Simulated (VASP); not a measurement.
# Pt (P6_3/mmc) in VASP: a series of runs

The runs below take Pt through single point, with r2SCAN.

Everything below comes from runs of VASP 6.6.1. Logs are shortened: lines on timing, memory, paths and dates and some standing lists are left out, and cuts for length are marked.

**1. The cell of the first run**

It takes space group P6_3/mmc (No. 194, hexagonal). Conventional cell: a = 2.717 Å, b = 2.717 Å, c = 4.724 Å, α = 90.00°, β = 90.00°, γ = 120.00°. Pt (site symmetry -6m2) has 12 Pt at 2.72 to 2.84 Å within 3.6 Å.

**2. Single point, r2SCAN**

Input file POSCAR:

```
Pt
1.0
    2.7169419205      0.0000000000      0.0000000000
   -1.3584709603      2.3529407238      0.0000000000
    0.0000000000      0.0000000000      4.7237935282
Pt
2
Direct
    0.3333333333      0.6666666667      0.2500000000
    0.6666666667      0.3333333333      0.7500000000
```

Input file INCAR.step1:

```
ALGO     = Normal         # electronic algorithm
EDIFF    = 1E-4           # SCF threshold, eV
ENCUT    = 520            # plane-wave cutoff, eV
GGA      = PE             # functional
ISMEAR   = -1             # smearing method
LASPH    = T              # aspherical terms in the spheres
LCHARG   = F              # write CHGCAR
LREAL    = F              # projectors in reciprocal space
LWAVE    = T              # write WAVECAR
NBANDS   = 17             # bands
NELM     = 80             # most SCF steps
PREC     = Accurate       # precision mode
SIGMA    = 0.05           # smearing width, eV
```

Input file INCAR.step2:

```
ALGO     = Normal         # electronic algorithm
EDIFF    = 1E-6           # SCF threshold, eV
ENCUT    = 520            # plane-wave cutoff, eV
ISIF     = 2              # what is computed and relaxed
ISMEAR   = -1             # smearing method
ISTART   = 1            
LASPH    = T              # aspherical terms in the spheres
LCHARG   = F              # write CHGCAR
LMIXTAU  = T            
LREAL    = F              # projectors in reciprocal space
LWAVE    = F              # write WAVECAR
METAGGA  = R2SCAN         # meta-GGA
NBANDS   = 17             # bands
NELM     = 80             # most SCF steps
PREC     = Accurate       # precision mode
SIGMA    = 0.05           # smearing width, eV
```

Input file KPOINTS:

```
k-points
0
Gamma
  17 17 9
```

Potentials or basis: VASP PAW PBE potentials, release 64 (Pt).

Launch:

```sh
$ cat potpaw_PBE.64/Pt/POTCAR > POTCAR
$ cp INCAR.step1 INCAR
$ mpirun -np 1 vasp_std > vasp.out
$ cp INCAR.step2 INCAR
$ mpirun -np 1 vasp_std > vasp.out
```

OUTCAR:

```text
EDIFF = 1E-6
   ENCUT = 520
   ISIF = 2
   ISMEAR = -1
   ISTART = 1
   LASPH = T
   LREAL = F
   METAGGA = R2SCAN
   NELM = 80
   PREC = Accurate

 ion  position               nearest neighbor table
   1  0.333  0.667  0.250-   2 2.84   2 2.84   2 2.84   2 2.84   2 2.84   2 2.84
   2  0.667  0.333  0.750-   1 2.84   1 2.84   1 2.84   1 2.84   1 2.84   1 2.84

  LATTYP: Found a hexagonal cell.
 ALAT       =     2.7169419205
 C/A-ratio  =     1.7386435435

  Lattice vectors:

 A1 = (   2.7169419205,   0.0000000000,   0.0000000000)
 A2 = (  -1.3584709603,   2.3529407238,   0.0000000000)
 A3 = (   0.0000000000,   0.0000000000,   4.7237935282)

Analysis of symmetry for initial positions (statically):
=====================================================================
 Subroutine PRICEL returns:
 Original cell was already a primitive cell.

 Routine SETGRP: Setting up the symmetry group for a
 hexagonal supercell.

 Subroutine GETGRP returns: Found 24 space group operations
 (whereof 12 operations were pure point group operations)
 out of a pool of 24 trial point group operations.

The static configuration has the point symmetry D_3d.
 The point group associated with its full space group is D_6h.

Analysis of symmetry for dynamics (positions and initial velocities):
=====================================================================
 Subroutine PRICEL returns:
 Original cell was already a primitive cell.

 Routine SETGRP: Setting up the symmetry group for a
 hexagonal supercell.

 Subroutine GETGRP returns: Found 24 space group operations
 (whereof 12 operations were pure point group operations)
 out of a pool of 24 trial point group operations.

The dynamic configuration has the point symmetry D_3d.
 The point group associated with its full space group is D_6h.

 Subroutine INISYM returns: Found 24 space group operations
 (whereof 12 operations are pure point group operations),
 and found     1 'primitive' translations

----------------------------------------------------------------------------------------

                                     Primitive cell

  volume of cell :      30.1983

  direct lattice vectors                    reciprocal lattice vectors
     2.716941921  0.000000000  0.000000000     0.368060867  0.212500041  0.000000000
    -1.358470960  2.352940724  0.000000000     0.000000000  0.425000082  0.000000000
[... 76 lines left out ...]
   PREC   = accura    normal or accurate (medium, high low for compatibility)
   ISTART =      1    job   : 0-new  1-cont  2-samecut
   ICHARG =      0    charge: 1-file 2-atom 10-const
   ISPIN  =      1    spin polarized calculation?
   LNONCOLLINEAR =      F non collinear calculations
   LSORBIT =      F    spin-orbit coupling
   LASPH  =      T    aspherical Exc in radial PAW
   ENCUT  =  520.0 eV  38.22 Ry    6.18 a.u.   5.05  5.05  8.78*2*pi/ulx,y,z
   NELM   =     80;   NELMIN=  2; NELMDL=  0     # of ELM steps
   EDIFF  = 0.1E-05   stopping-criterion for ELM
   LREAL  =      F    real-space projection
   EDIFFG = 0.1E-04   stopping-criterion for IOM
   NSW    =      0    number of steps for IOM
   IBRION =     -1    ionic relax: 0-MD 1-quasi-New 2-CG
   NFREE  =      0    steps in history (QN), initial steepest desc. (CG)
   ISIF   =      2    stress and relaxation
   ISYM   =      2    0-nonsym 1-usesym 2-fastsym
   POTIM  = 0.5000    time-step for ionic-motion
   TEBEG  =    0.0;   TEEND  =   0.0 temperature during run
   PSTRESS=    0.0 pullay stress
   NELECT =      20.0000    total number of electrons
   NUPDOWN=      -1.0000    fix difference up-down
   EMIN   =  10.00;   EMAX   =-10.00  energy-range for DOS
   EFERMI =   0.00;   METHOD = LEGACY
   ISMEAR =    -1;   SIGMA  =   0.05  broadening in eV -4-tet -1-fermi 0-gaus
   EFERMI_NEDOS =   21; number of points for ismear=-14 and -15
   IALGO  =     38    algorithm
   IMIX   =      4    mixing-type and parameters
     AMIX     =   0.40;   BMIX     =  1.00
     AMIX_MAG =   1.60;   BMIX_MAG =  1.00
  volume/ion in A,a.u.               =      15.10       101.89
  Fermi-wavevector in a.u.,A,eV,Ry     =   1.427000  2.696640 27.705952  2.036330
  Thomas-Fermi vector in A             =   2.547217
   LORBIT       =      0    0 simple, 1 ext, 2 COOP (PROOUT), +10 PAW based schemes
   METAGGA = R2SCAN    functional components
   LHFCALC =     F    Hartree Fock is set to
   AEXX    =    0.0000 exact exchange contribution
   IVDW    =     0    specifies the selected vdW correction
   LEPSILON=     F    determine dielectric tensor
   LRPA    =     F    only Hartree local field effects (RPA)
 non-spin polarized calculation
  energy-cutoff  :      520.00
  volume of cell :       30.20
 maximum number of plane-waves:       833
   NGX = 11   NGY = 11   NGZ = 17

 number of electron      20.0000002 magnetization

 Free energy of the ion-electron system (eV)
  ---------------------------------------------------
  ext. energy  EPLUGINS =         0.00000000
  ---------------------------------------------------
  free energy    TOTEN  =      -102.88074747 eV

  energy without entropy =     -102.85604183  energy(sigma->0) =     -102.86839465

 E-fermi :  10.9432     XC(G=0): -14.6167

 val. band max:       10.9344975576   @ k =   0.2941   0.1765   0.0000
 cond. band min:      10.9536825248   @ k =   0.4118  -0.0000   0.2222
 fundamental gap:      0.0191849672
 Fermi energy:        10.9431578882

 k-point     1 :       0.0000    0.0000    0.0000
  band No.  band energies     occupation
      1       0.5098      2.00000
      2       3.2075      2.00000
      3       6.5906      2.00000
      4       7.1611      2.00000
      5       7.1611      2.00000
      6       7.5620      2.00000
[... 457 lines left out ...]
      4       5.7652      2.00000
      5       6.8384      2.00000
      6       7.1811      2.00000
[... 9 lines left out ...]
     16      28.0457      0.00000
     17      30.0364      0.00000

 [... further k-points ...]
[... 5 lines left out ...]
  --------------------------------------------------------------------------------------
  -------------------------------------------------------------------------------------
  Total        1.2945873      1.2945873      1.0704737     -0.0000000     -0.0000000      0.0000000
  in kB       68.6846478     68.6846478     56.7942478     -0.0000000     -0.0000000      0.0000000
  external PRESSURE =      64.7211811 kB  Pullay stress =       0.0000000 kB

 VOLUME and BASIS-vectors are now :
 -----------------------------------------------------------------------------
  energy-cutoff  :      520.00
  volume of cell :       30.20
      direct lattice vectors                 reciprocal lattice vectors
     2.716941921  0.000000000  0.000000000     0.368060867  0.212500041  0.000000000
    -1.358470960  2.352940724  0.000000000     0.000000000  0.425000082  0.000000000
     0.000000000  0.000000000  4.723793528     0.000000000  0.000000000  0.211694265

 POSITION                                       TOTAL-FORCE (eV/Angst)
 -----------------------------------------------------------------------------------
     -0.00000      1.56863      1.18095         0.000000     -0.000000      0.000000
      1.35847      0.78431      3.54285        -0.000000      0.000000      0.000000
 -----------------------------------------------------------------------------------
    total drift:                               -0.000000      0.000000     -0.000000

  FREE ENERGIE OF THE ION-ELECTRON SYSTEM (eV)
  ---------------------------------------------------
  free  energy   TOTEN  =      -102.8807474707 eV

  energy  without entropy=     -102.8560418287  energy(sigma->0) =     -102.86839465
```

OUTCAR.step1:

```text
EDIFF = 1E-4
   ENCUT = 520
   GGA = PE
   ISMEAR = -1
   LASPH = T
   LREAL = F
[... 701 lines left out ...]
 -----------------------------------------------------------------------------------
     -0.00000      1.56863      1.18095         0.000000      0.000000      0.000000
      1.35847      0.78431      3.54285        -0.000000     -0.000000      0.000000
 -----------------------------------------------------------------------------------
    total drift:                               -0.000000      0.000000     -0.000000

  FREE ENERGIE OF THE ION-ELECTRON SYSTEM (eV)
  ---------------------------------------------------
  free  energy   TOTEN  =       -12.0552134461 eV

  energy  without entropy=      -12.0271767205  energy(sigma->0) =      -12.04119508
```

OSZICAR.step1:

```text
N       E                     dE             d eps       ncg     rms          rms(c)
DAV:   1     0.102421736413E+03    0.10242E+03   -0.10618E+04  5618   0.114E+03
DAV:   2    -0.109674201704E+02   -0.11339E+03   -0.10783E+03  5942   0.246E+02
DAV:   3    -0.127955516046E+02   -0.18281E+01   -0.18053E+01  6853   0.313E+01
DAV:   4    -0.128051060056E+02   -0.95544E-02   -0.95512E-02  6693   0.235E+00
DAV:   5    -0.128051983034E+02   -0.92298E-04   -0.92298E-04  7029   0.241E-01    0.184E+01
DAV:   6    -0.121405710870E+02    0.66463E+00   -0.97687E-01  5886   0.892E+00    0.980E+00
DAV:   7    -0.120634969868E+02    0.77074E-01   -0.22165E-01  6576   0.424E+00    0.291E+00
DAV:   8    -0.120556142358E+02    0.78828E-02   -0.26142E-02  6132   0.133E+00    0.804E-01
DAV:   9    -0.120551996928E+02    0.41454E-03   -0.42569E-04  6491   0.175E-01    0.582E-02
DAV:  10    -0.120552134461E+02   -0.13753E-04   -0.93018E-06  3071   0.216E-02
   1 F= -.12055213E+02 E0= -.12041195E+02  d E =-.280367E-01
```

It used 180 s of CPU time on 1 thread of AMD EPYC 7R13 Processor (Zen 3), on a shared host.

Results:

```
Free energy            : -102.8807 eV
Pressure               : 6.5 GPa
Band gap on the k mesh : zero (band 10 reaches 11.48 eV, above the bottom of band 11 at 10.08 eV)
```

Levels at points of the mesh, in eV from the Fermi level:
```
           k point  band 8  band 9  band 10  band 11  band 12  band 13
(0.00, 0.00, 0.00)   -2.02   -2.02    -0.74    -0.28    -0.28     5.24
```

Caveat: the PAW data sets were made with another functional, which shifts forces and pressure a little; spin-orbit coupling is left out, which moves the levels of the heavy elements.

**3. Single point, r2SCAN**

This run uses another cell than the first one, of 15.41 Å³/atom, 1.020 times its volume.

Input file POSCAR:

```
Pt
1.0
    2.7353001931      0.0000000000      0.0000000000
   -1.3676500965      2.3688394542      0.0000000000
    0.0000000000      0.0000000000      4.7557120203
Pt
2
Direct
    0.3333333333      0.6666666667      0.2500000000
    0.6666666667      0.3333333333      0.7500000000
```

Input file INCAR.step1:

```
SYSTEM = Pt
PREC = Accurate
ENCUT = 520
ISMEAR = -1
SIGMA = 0.05
LREAL = .False.
LASPH = .True.
NELM = 100
NBANDS = 17
GGA = PE
ALGO = Normal
EDIFF = 1E-4
LWAVE = .True.
LCHARG = .False.
```

Input file INCAR.step2:

```
SYSTEM = Pt
PREC = Accurate
ENCUT = 520
EDIFF = 1E-7
ISMEAR = -1
SIGMA = 0.05
LREAL = .False.
LASPH = .True.
NELM = 100
ALGO = Normal
ISIF = 2
LWAVE = .False.
LCHARG = .False.
METAGGA = R2SCAN
LMIXTAU = .True.
NBANDS = 17
ISTART = 1
```

Input file KPOINTS:

```
regular mesh
0
Gamma
  17 17 9
  0 0 0
```

Potentials or basis: VASP PAW PBE potentials, release 64 (Pt).

Launch:

```sh
$ cat potpaw_PBE.64/Pt/POTCAR > POTCAR
$ cp INCAR.step1 INCAR
$ mpirun -np 1 vasp_std > vasp.out
$ cp INCAR.step2 INCAR
$ mpirun -np 1 vasp_std > vasp.out
```

Wall time 5.3 min (1 thread of AMD EPYC 7R13 (Zen 3), shared host); peak memory 0.17 GiB.

The run converged. Its results:

- Free energy: -102.8945 eV
- Pressure: 0.7 GPa
- Band gap on the k mesh: zero (band 10 reaches 11.08 eV, above the bottom of band 11 at 9.72 eV)

Stress tensor (GPa, compression positive):
```
0.77 0.00 0.00
0.00 0.77 0.00
0.00 0.00 0.47
```

Levels at points of the mesh, in eV from the Fermi level:
| k point | band 7 | band 8 | band 9 | band 10 | band 11 | band 12 | band 13 | band 14 |
| --- | --- | --- | --- | --- | --- | --- | --- | --- |
| (0.00, 0.00, 0.00) | -3.27 | -1.96 | -1.96 | -0.64 | -0.27 | -0.27 | 5.10 | 16.07 |

Caveat: the PAW data sets were made with another functional, which shifts forces and pressure a little; spin-orbit coupling is left out, which moves the levels of the heavy elements.

**4. Single point, r2SCAN**

This run uses another cell than the first one, of 15.41 Å³/atom, 1.020 times its volume.

POSCAR is that of step 3.

Input file INCAR.step1:

```
PREC     = Accurate       # precision mode
ENCUT    = 520            # plane-wave cutoff, eV
ISMEAR   = -1             # smearing method
SIGMA    = 0.05           # smearing width, eV
LREAL    = False          # projectors in reciprocal space
LASPH    = True           # aspherical terms in the spheres
NELM     = 100            # most SCF steps
NBANDS   = 17             # bands
GGA      = PE             # functional
ALGO     = Normal         # electronic algorithm
EDIFF    = 1E-4           # SCF threshold, eV
LWAVE    = True           # write WAVECAR
LCHARG   = False          # write CHGCAR
```

Input file INCAR.step2:

```
PREC     = Accurate       # precision mode
ENCUT    = 520            # plane-wave cutoff, eV
EDIFF    = 1E-6           # SCF threshold, eV
ISMEAR   = -1             # smearing method
SIGMA    = 0.05           # smearing width, eV
LREAL    = False          # projectors in reciprocal space
LASPH    = True           # aspherical terms in the spheres
NELM     = 100            # most SCF steps
ALGO     = Normal         # electronic algorithm
ISIF     = 2              # what is computed and relaxed
LWAVE    = False          # write WAVECAR
LCHARG   = True           # write CHGCAR
METAGGA  = R2SCAN         # meta-GGA
LMIXTAU  = True         
LELF     = True           # ELF
LVHAR    = True         
NBANDS   = 17             # bands
ISTART   = 1
```

Input file KPOINTS:

```
Automatic mesh
0
Gamma
  17 17 9
```

Launch:

```sh
$ cat potpaw_PBE.64/Pt/POTCAR > POTCAR
$ cp INCAR.step1 INCAR
$ mpirun -np 1 vasp_std > vasp.out
$ cp INCAR.step2 INCAR
$ mpirun -np 1 vasp_std > vasp.out
```

Wall time 3.8 min (1 thread of AMD EPYC 7R13 (Zen 3), shared host); peak memory 0.17 GiB.

It converged, with:

| Item | Value |
| --- | --- |
| Free energy | -102.8945 eV |
| Pressure | 0.7 GPa |
| Band gap on the k mesh | zero (band 10 reaches 11.08 eV, above the bottom of band 11 at 9.72 eV) |

Stress tensor (GPa, compression positive):
```
0.77 0.00 0.00
0.00 0.77 0.00
0.00 0.00 0.47
```

Levels at points of the mesh, in eV from the Fermi level:
| k point | band 6 | band 7 | band 8 | band 9 | band 10 | band 11 | band 12 | band 13 | band 14 | band 15 |
| --- | --- | --- | --- | --- | --- | --- | --- | --- | --- | --- |
| (0.00, 0.00, 0.00) | -3.27 | -3.27 | -1.96 | -1.96 | -0.64 | -0.27 | -0.27 | 5.10 | 16.07 | 16.55 |

Caveat: the PAW data sets were made with another functional, which shifts forces and pressure a little; spin-orbit coupling is left out, which moves the levels of the heavy elements.
